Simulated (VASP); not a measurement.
# GaAs (zincblende type) (F-43m) in VASP: further runs

Runs on GaAs (zincblende type). Level: LDA. Tasks: single point.

Program: VASP 6.6.1. These are calculated values, not measurements. Logs are shortened: lines on timing, memory, paths and dates and some standing lists are left out, and cuts for length are marked.

### Step 1. The cell of the first run

It takes space group F-43m (No. 216, cubic). The conventional cell has a = 5.603 Å, b = 5.603 Å, c = 5.603 Å, α = 90.00°, β = 90.00°, γ = 90.00°. Ga (site symmetry -43m) has 4 As at 2.43 Å within 3.2 Å. As (site symmetry -43m) has 4 Ga at 2.43 Å within 3.2 Å.

### Step 2. Single point, LDA

INCAR reads:

```
  ALGO = Normal
  EDIFF = 1E-6
  ENCUT = 520
  ISIF = 2
  ISMEAR = -1
  LASPH = True
  LCHARG = True
  LELF = True
  LREAL = False
  LVHAR = True
  LWAVE = False
  NBANDS = 16
  NELM = 100
  PREC = Accurate
  SIGMA = 0.02
```

KPOINTS reads:

```
k-points
0
Gamma
  10 10 10
```

POSCAR reads:

```
GaAs
1.0
    0.0000000000      2.8015228648      2.8015228648
    2.8015228648      0.0000000000      2.8015228648
    2.8015228648      2.8015228648      0.0000000000
Ga As
1 1
Direct
    0.0000000000      0.0000000000      0.0000000000
    0.2500000000      0.2500000000      0.2500000000
```

Potentials or basis: VASP PAW LDA potentials, release 64 (Ga_d, As).

Command:

```sh
$ cat potpaw_LDA.64/Ga_d/POTCAR potpaw_LDA.64/As/POTCAR > POTCAR
$ mpirun -np 1 vasp_std > vasp.out
```

OUTCAR:

```text
EDIFF = 1E-6
   ENCUT = 520
   ISIF = 2
   ISMEAR = -1
   LASPH = True
   LREAL = False
   NELM = 100
   PREC = Accurate

 ion  position               nearest neighbor table
   1  0.000  0.000  0.000-   2 2.43   2 2.43   2 2.43   2 2.43
   2  0.250  0.250  0.250-   1 2.43   1 2.43   1 2.43   1 2.43

  LATTYP: Found a face centered cubic cell.
 ALAT       =     5.6030457296

  Lattice vectors:

 A1 = (   0.0000000000,   2.8015228648,   2.8015228648)
 A2 = (   2.8015228648,   0.0000000000,   2.8015228648)
 A3 = (   2.8015228648,   2.8015228648,   0.0000000000)

Analysis of symmetry for initial positions (statically):
=====================================================================
 Subroutine PRICEL returns:
 Original cell was already a primitive cell.

 Routine SETGRP: Setting up the symmetry group for a
 face centered cubic supercell.

 Subroutine GETGRP returns: Found 24 space group operations
 (whereof 24 operations were pure point group operations)
 out of a pool of 48 trial point group operations.

The static configuration has the point symmetry T_d .

Analysis of symmetry for dynamics (positions and initial velocities):
=====================================================================
 Subroutine PRICEL returns:
 Original cell was already a primitive cell.

 Routine SETGRP: Setting up the symmetry group for a
 face centered cubic supercell.

 Subroutine GETGRP returns: Found 24 space group operations
 (whereof 24 operations were pure point group operations)
 out of a pool of 48 trial point group operations.

The dynamic configuration has the point symmetry T_d .

 Subroutine INISYM returns: Found 24 space group operations
 (whereof 24 operations are pure point group operations),
 and found     1 'primitive' translations

----------------------------------------------------------------------------------------

                                     Primitive cell

  volume of cell :      43.9757

  direct lattice vectors                    reciprocal lattice vectors
     0.000000000  2.801522865  2.801522865    -0.178474360  0.178474360  0.178474360
     2.801522865  0.000000000  2.801522865     0.178474360 -0.178474360  0.178474360
     2.801522865  2.801522865  0.000000000     0.178474360  0.178474360 -0.178474360

  length of vectors
     3.961951631  3.961951631  3.961951631     0.309126659  0.309126659  0.309126659

  position of ions in fractional coordinates (direct lattice)
     0.000000000  0.000000000  0.000000000
     0.250000000  0.250000000  0.250000000

  ion indices of the primitive-cell ions
   primitive index   ion index
                 1           1
                 2           2

----------------------------------------------------------------------------------------

 KPOINTS: k-points

Automatic generation of k-mesh.
 Grid dimensions read from file:
 generate k-points for:   10   10   10

 Generating k-lattice:

  Cartesian coordinates                     Fractional coordinates (reciprocal lattice)
    -0.017847436  0.017847436  0.017847436     0.100000000  0.000000000  0.000000000
     0.017847436 -0.017847436  0.017847436     0.000000000  0.100000000  0.000000000
     0.017847436  0.017847436 -0.017847436     0.000000000  0.000000000  0.100000000

  Length of vectors
     0.030912666  0.030912666  0.030912666

  Shift w.r.t. Gamma in fractional coordinates (k-lattice)
     0.000000000  0.000000000  0.000000000

 Subroutine IBZKPT returns following result:
 ===========================================

 Found     47 irreducible k-points:

 Following reciprocal coordinates:
            Coordinates               Weight
  0.000000  0.000000  0.000000      1.000000
  0.100000  0.000000  0.000000      8.000000
  0.200000  0.000000  0.000000      8.000000
  0.300000  0.000000  0.000000      8.000000
  0.400000  0.000000  0.000000      8.000000
  0.500000  0.000000  0.000000      4.000000
[... 16 lines left out ...]
  0.300000  0.300000  0.000000      6.000000
  0.400000  0.300000  0.000000     24.000000
 [... further k-points ...]
   k-points           NKPTS =     47   k-points in BZ     NKDIM =     47   number of bands    NBANDS=     16
   number of dos      NEDOS =    301   number of ions     NIONS =      2
   total plane-waves  NPLWV =  27000
   dimension x,y,z NGX =    30 NGY =   30 NGZ =   30
   dimension x,y,z NGXF=    60 NGYF=   60 NGZF=   60
   ions per type =               1   1
   NGX,Y,Z   is equivalent  to a cutoff of  12.59, 12.59, 12.59 a.u.
   NGXF,Y,Z  is equivalent  to a cutoff of  25.18, 25.18, 25.18 a.u.
 SYSTEM =  unknown system
   PREC   = accura    normal or accurate (medium, high low for compatibility)
   ISTART =      0    job   : 0-new  1-cont  2-samecut
   ICHARG =      2    charge: 1-file 2-atom 10-const
   ISPIN  =      1    spin polarized calculation?
   LNONCOLLINEAR =      F non collinear calculations
   LSORBIT =      F    spin-orbit coupling
   LASPH  =      T    aspherical Exc in radial PAW
   ENCUT  =  520.0 eV  38.22 Ry    6.18 a.u.   7.37  7.37  7.37*2*pi/ulx,y,z
   NELM   =    100;   NELMIN=  2; NELMDL= -5     # of ELM steps
   EDIFF  = 0.1E-05   stopping-criterion for ELM
   LREAL  =      F    real-space projection
   EDIFFG = 0.1E-04   stopping-criterion for IOM
   NSW    =      0    number of steps for IOM
   IBRION =     -1    ionic relax: 0-MD 1-quasi-New 2-CG
   NFREE  =      0    steps in history (QN), initial steepest desc. (CG)
   ISIF   =      2    stress and relaxation
   ISYM   =      2    0-nonsym 1-usesym 2-fastsym
   POTIM  = 0.5000    time-step for ionic-motion
   TEBEG  =    0.0;   TEEND  =   0.0 temperature during run
   PSTRESS=    0.0 pullay stress
   NELECT =      18.0000    total number of electrons
   NUPDOWN=      -1.0000    fix difference up-down
   EMIN   =  10.00;   EMAX   =-10.00  energy-range for DOS
   EFERMI =   0.00;   METHOD = LEGACY
   ISMEAR =    -1;   SIGMA  =   0.02  broadening in eV -4-tet -1-fermi 0-gaus
   EFERMI_NEDOS =   21; number of points for ismear=-14 and -15
   IALGO  =     38    algorithm
   IMIX   =      4    mixing-type and parameters
     AMIX     =   0.40;   BMIX     =  1.00
     AMIX_MAG =   1.60;   BMIX_MAG =  1.00
  volume/ion in A,a.u.               =      21.99       148.38
  Fermi-wavevector in a.u.,A,eV,Ry     =   1.215518  2.296996 20.102400  1.477485
  Thomas-Fermi vector in A             =   2.350903
   LORBIT       =      0    0 simple, 1 ext, 2 COOP (PROOUT), +10 PAW based schemes
   GGA     = CA    functional components
   LHFCALC =     F    Hartree Fock is set to
   AEXX    =    0.0000 exact exchange contribution
   IVDW    =     0    specifies the selected vdW correction
   LEPSILON=     F    determine dielectric tensor
   LRPA    =     F    only Hartree local field effects (RPA)
 non-spin polarized calculation
  energy-cutoff  :      520.00
  volume of cell :       43.98
 maximum number of plane-waves:      1243
 NGX is ok and might be reduce to    30

 number of electron      18.0000013 magnetization

 Free energy of the ion-electron system (eV)
  ---------------------------------------------------
  ext. energy  EPLUGINS =         0.00000000
  ---------------------------------------------------
  free energy    TOTEN  =        -9.64100750 eV

  energy without entropy =       -9.64100749  energy(sigma->0) =       -9.64100749

 E-fermi :   4.3409     XC(G=0): -10.0320

 val. band max:        4.0618510626   @ k =   0.0000   0.0000   0.0000
 cond. band min:       4.5983435415   @ k =   0.0000   0.0000   0.0000
 fundamental gap:      0.5364924789
 Fermi energy:         4.3409232859

 k-point     1 :       0.0000    0.0000    0.0000
  band No.  band energies     occupation
      1     -10.9173      2.00000
      2     -10.9173      2.00000
      3     -10.9173      2.00000
      4     -10.8325      2.00000
      5     -10.8325      2.00000
      6      -8.8993      2.00000
[... 8 lines left out ...]
     15      14.3010      0.00000
     16      14.3010      0.00000

 k-point     2 :       0.1000    0.0000    0.0000
  band No.  band energies     occupation
      1     -10.9270      2.00000
      2     -10.9148      2.00000
      3     -10.9148      2.00000
      4     -10.8326      2.00000
      5     -10.8326      2.00000
      6      -8.7773      2.00000
[... 8 lines left out ...]
     15      13.5590      0.00000
     16      13.5590      0.00000

 k-point     3 :       0.2000    0.0000    0.0000
  band No.  band energies     occupation
      1     -10.9505      2.00000
      2     -10.9086      2.00000
      3     -10.9086      2.00000
      4     -10.8326      2.00000
      5     -10.8326      2.00000
      6      -8.4266      2.00000
[... 8 lines left out ...]
     15      13.0419      0.00000
     16      13.0419      0.00000

 k-point     4 :       0.3000    0.0000    0.0000
  band No.  band energies     occupation
      1     -10.9767      2.00000
      2     -10.9021      2.00000
      3     -10.9021      2.00000
      4     -10.8314      2.00000
      5     -10.8314      2.00000
      6      -7.8995      2.00000
[... 8 lines left out ...]
     15      13.4291      0.00000
     16      13.4291      0.00000

 k-point     5 :       0.4000    0.0000    0.0000
  band No.  band energies     occupation
      1     -10.9961      2.00000
      2     -10.8978      2.00000
      3     -10.8978      2.00000
      4     -10.8294      2.00000
      5     -10.8294      2.00000
      6      -7.3322      2.00000
[... 8 lines left out ...]
     15      14.6791      0.00000
     16      14.6791      0.00000

 k-point     6 :       0.5000    0.0000    0.0000
  band No.  band energies     occupation
      1     -11.0032      2.00000
      2     -10.8965      2.00000
      3     -10.8965      2.00000
      4     -10.8283      2.00000
      5     -10.8283      2.00000
      6      -7.0503      2.00000
[... 8 lines left out ...]
     15      16.0136      0.00000
     16      16.0136      0.00000

 k-point     7 :       0.1000    0.1000    0.0000
  band No.  band energies     occupation
      1     -10.9326      2.00000
      2     -10.9125      2.00000
      3     -10.9125      2.00000
      4     -10.8345      2.00000
      5     -10.8311      2.00000
      6      -8.7368      2.00000
[... 8 lines left out ...]
     15      12.6541      0.00000
     16      14.4646      0.00000

 k-point     8 :       0.2000    0.1000    0.0000
  band No.  band energies     occupation
      1     -10.9515      2.00000
      2     -10.9074      2.00000
      3     -10.9063      2.00000
      4     -10.8364      2.00000
      5     -10.8300      2.00000
      6      -8.4621      2.00000
[... 8 lines left out ...]
     15      13.4948      0.00000
     16      14.1193      0.00000

 k-point     9 :       0.3000    0.1000    0.0000
  band No.  band energies     occupation
      1     -10.9747      2.00000
      2     -10.9018      2.00000
      3     -10.8993      2.00000
      4     -10.8368      2.00000
      5     -10.8287      2.00000
      6      -7.9903      2.00000
[... 8 lines left out ...]
     15      13.7955      0.00000
     16      14.2497      0.00000
[... 172 lines left out ...]
 k-point    19 :       0.5000    0.2000    0.0000
  band No.  band energies     occupation
      1     -11.0101      2.00000
      2     -10.8898      2.00000
      3     -10.8844      2.00000
      4     -10.8398      2.00000
      5     -10.8262      2.00000
      6      -6.8572      2.00000
[... 8 lines left out ...]
     15      15.9751      0.00000
     16      16.0804      0.00000

 k-point    20 :      -0.4000    0.2000    0.0000
  band No.  band energies     occupation
      1     -11.0094      2.00000
      2     -10.8909      2.00000
      3     -10.8858      2.00000
      4     -10.8353      2.00000
      5     -10.8299      2.00000
      6      -6.7768      2.00000
[... 8 lines left out ...]
     15      14.1904      0.00000
     16      15.6426      0.00000

 k-point    21 :      -0.3000    0.2000    0.0000
  band No.  band energies     occupation
      1     -10.9998      2.00000
      2     -10.8930      2.00000
      3     -10.8907      2.00000
      4     -10.8340      2.00000
      5     -10.8319      2.00000
      6      -7.1763      2.00000
[... 8 lines left out ...]
     15      14.2786      0.00000
     16      16.1979      0.00000

 k-point    22 :      -0.2000    0.2000    0.0000
  band No.  band energies     occupation
      1     -10.9837      2.00000
      2     -10.8983      2.00000
      3     -10.8966      2.00000
      4     -10.8358      2.00000
      5     -10.8304      2.00000
      6      -7.7185      2.00000
[... 8 lines left out ...]
     15      14.6491      0.00000
     16      15.4472      0.00000

 k-point    23 :       0.3000    0.3000    0.0000
  band No.  band energies     occupation
      1     -11.0026      2.00000
      2     -10.8831      2.00000
      3     -10.8831      2.00000
      4     -10.8500      2.00000
      5     -10.8235      2.00000
      6      -7.5523      2.00000
[... 8 lines left out ...]
     15      15.7577      0.00000
     16      16.5178      0.00000

 k-point    24 :       0.4000    0.3000    0.0000
  band No.  band energies     occupation
      1     -11.0155      2.00000
      2     -10.8784      2.00000
      3     -10.8767      2.00000
      4     -10.8521      2.00000
      5     -10.8222      2.00000
      6      -7.0915      2.00000
[... 8 lines left out ...]
     15      16.4690      0.00000
     16      16.9358      0.00000

 [... further k-points ...]

------------------------ aborting loop because EDIFF is reached ----------------------------------------

  FORCE on cell =-STRESS in cart. coord.  units (eV):
  Direction    XX          YY          ZZ          XY          YZ          ZX
  --------------------------------------------------------------------------------------
  -------------------------------------------------------------------------------------
  Total        0.0876610      0.0876610      0.0876610     -0.0000000      0.0000000      0.0000000
  in kB        3.1937779      3.1937779      3.1937779     -0.0000000      0.0000000      0.0000000
  external PRESSURE =       3.1937779 kB  Pullay stress =       0.0000000 kB

 VOLUME and BASIS-vectors are now :
 -----------------------------------------------------------------------------
  energy-cutoff  :      520.00
  volume of cell :       43.98
      direct lattice vectors                 reciprocal lattice vectors
     0.000000000  2.801522865  2.801522865    -0.178474360  0.178474360  0.178474360
     2.801522865  0.000000000  2.801522865     0.178474360 -0.178474360  0.178474360
     2.801522865  2.801522865  0.000000000     0.178474360  0.178474360 -0.178474360

 POSITION                                       TOTAL-FORCE (eV/Angst)
 -----------------------------------------------------------------------------------
      0.00000      0.00000      0.00000         0.000000     -0.000000     -0.000000
      1.40076      1.40076      1.40076        -0.000000      0.000000      0.000000
 -----------------------------------------------------------------------------------
    total drift:                               -0.000000     -0.000000     -0.000000

  FREE ENERGIE OF THE ION-ELECTRON SYSTEM (eV)
  ---------------------------------------------------
  free  energy   TOTEN  =        -9.6410074964 eV

  energy  without entropy=       -9.6410074934  energy(sigma->0) =       -9.64100749
```

Run time: 52 s. Hardware: 1 thread of Intel Xeon 8259CL, shared host; peak memory 0.17 GiB.

What came out:

| Item | Value |
| --- | --- |
| Free energy | -9.6410 eV |
| Pressure | 0.3 GPa |
| Band gap on the k mesh | 0.54 eV |

### Step 3. Single point, LDA

This run uses another cell than the first one: it holds 4 atoms, not 2.

INCAR reads:

```
PREC = Accurate
ENCUT = 520
EDIFF = 1E-6
ISMEAR = -1
SIGMA = 0.02
LREAL = F
LASPH = T
NELM = 100
ALGO = Normal
ISIF = 2
LWAVE = F
LCHARG = T
LELF = T
LVHAR = T
NBANDS = 26
```

KPOINTS reads:

```
Automatic mesh
0
Gamma
  7 5 7
```

POSCAR reads:

```
GaAs
1.0
   -2.8015228648      2.8015228648      0.0000000000
    0.0000000000      0.0000000000      5.6030457296
    2.8015228648      2.8015228648      0.0000000000
Ga As
2 2
Direct
    0.0000000000      0.0000000000      0.0000000000
    0.5000000000      0.5000000000      0.5000000000
    0.0000000000      0.2500000000      0.5000000000
    0.5000000000      0.7500000000      0.0000000000
```

Potentials or basis: VASP PAW LDA potentials, release 64 (Ga_d, As).

Command:

```sh
$ cat potpaw_LDA.64/Ga_d/POTCAR potpaw_LDA.64/As/POTCAR > POTCAR
$ mpirun -np 1 vasp_std > vasp.out
```

OUTCAR:

```text
PREC = Accurate
   ENCUT = 520
   EDIFF = 1E-6
   ISMEAR = -1
   LREAL = F
   LASPH = T
   NELM = 100
   ISIF = 2

 ion  position               nearest neighbor table
   1  0.000  0.000  0.000-   3 2.43   4 2.43   3 2.43   4 2.43
   2  0.500  0.500  0.500-   3 2.43   4 2.43   4 2.43   3 2.43
   3  0.000  0.250  0.500-   1 2.43   2 2.43   1 2.43   2 2.43
   4  0.500  0.750  0.000-   1 2.43   2 2.43   2 2.43   1 2.43

  LATTYP: Found a simple tetragonal cell.
 ALAT       =     3.9619516307
 C/A-ratio  =     1.4142135624

  Lattice vectors:

 A1 = (   2.8015228648,  -2.8015228648,   0.0000000000)
 A2 = (   2.8015228648,   2.8015228648,   0.0000000000)
 A3 = (   0.0000000000,   0.0000000000,   5.6030457296)

Analysis of symmetry for initial positions (statically):
=====================================================================
 Subroutine PRICEL returns following result:

  LATTYP: Found a face centered cubic cell.
 ALAT       =     5.6030457296

  Lattice vectors:

 A1 = (   2.8015228648,   0.0000000000,   2.8015228648)
[... 183 lines left out ...]

 E-fermi :   4.3425     XC(G=0): -10.0317

 val. band max:        4.0637085840   @ k =   0.0000   0.0000   0.0000
 cond. band min:       4.5993395429   @ k =   0.0000   0.0000   0.0000
 fundamental gap:      0.5356309589
 Fermi energy:         4.3425217516

 k-point     1 :       0.0000    0.0000    0.0000
  band No.  band energies     occupation
      1     -11.0365      2.00000
      2     -10.9181      2.00000
      3     -10.9181      2.00000
      4     -10.9177      2.00000
      5     -10.8650      2.00000
      6     -10.8650      2.00000
[... 685 lines left out ...]
     25      10.9880      0.00000
     26      11.1754      0.00000

 [... further k-points ...]

------------------------ aborting loop because EDIFF is reached ----------------------------------------

  FORCE on cell =-STRESS in cart. coord.  units (eV):
  Direction    XX          YY          ZZ          XY          YZ          ZX
  --------------------------------------------------------------------------------------
  -------------------------------------------------------------------------------------
  Total        0.2143056      0.2143056      0.1490136      0.0000000      0.0000000      0.0000000
  in kB        3.9039268      3.9039268      2.7145251      0.0000000      0.0000000      0.0000000
  external PRESSURE =       3.5074596 kB  Pullay stress =       0.0000000 kB

 VOLUME and BASIS-vectors are now :
 -----------------------------------------------------------------------------
  energy-cutoff  :      520.00
  volume of cell :       87.95
      direct lattice vectors                 reciprocal lattice vectors
    -2.801522865  2.801522865  0.000000000    -0.178474360  0.178474360  0.000000000
     0.000000000  0.000000000  5.603045730     0.000000000  0.000000000  0.178474360
     2.801522865  2.801522865  0.000000000     0.178474360  0.178474360  0.000000000

 POSITION                                       TOTAL-FORCE (eV/Angst)
 -----------------------------------------------------------------------------------
      0.00000      0.00000      0.00000         0.000000     -0.000000      0.000000
      0.00000      2.80152      2.80152        -0.000000      0.000000      0.000000
      1.40076      1.40076      1.40076         0.000000     -0.000000      0.000000
     -1.40076      1.40076      4.20228         0.000000     -0.000000      0.000000
 -----------------------------------------------------------------------------------
    total drift:                                0.000000      0.000000      0.000001

  FREE ENERGIE OF THE ION-ELECTRON SYSTEM (eV)
  ---------------------------------------------------
  free  energy   TOTEN  =       -19.2760743256 eV

  energy  without entropy=      -19.2760743131  energy(sigma->0) =      -19.27607432
```

Wall time 1.7 min (1 thread of Intel Xeon 8259CL, shared host); peak memory 0.2 GiB.

Results:

```yaml
Free_energy: -19.2761 eV
Pressure: 0.4 GPa
Band_gap_on_the_k_mesh: 0.54 eV
```

Caveat: an odd mesh through Γ misses points on the zone boundary, where band edges can lie.
